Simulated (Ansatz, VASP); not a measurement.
**One calculation of CsPbCl3, two programs**

```
CELL_PARAMETERS angstrom
5.61865 0.00000 0.00000
0.00000 5.61865 0.00000
0.00000 0.00000 5.61865
ATOMIC_POSITIONS crystal
Cs 0.50000 0.50000 0.50000
Pb 0.00000 0.00000 0.00000
Cl 0.50000 0.00000 0.00000
Cl 0.00000 0.50000 0.00000
Cl 0.00000 0.00000 0.50000
```

Alike in both runs: task single point; functional r2SCAN; k mesh 6 × 6 × 6; occupations gaussian, width 0.01 eV; no spin polarisation.

|  | VASP | Ansatz |
| --- | --- | --- |
| version | VASP 6.6.1 | Ansatz 0.2.0 |
| potentials or method | VASP PAW PBE potentials, release 64 (Cs_sv, Pb_d, Cl) | scalar-relativistic, plane waves, PAW |
| plane-wave cutoff (eV) | 520 | 500 |
| valence electrons in the cell | 44 | 44 |

Ansatz gave:

- gap on the k mesh at the Fermi level (eV): 2.32
- least direct gap on the mesh (eV): 2.32

Q: Which values does VASP return?

A: gap on the k mesh at the Fermi level (eV): 2.34; least direct gap on the mesh (eV): 2.34.

VASP's potentials were made for PBE, not for r2SCAN. The functional is the same, so the differences come from potentials, cutoffs and numerics.

Spin-orbit coupling is off throughout.
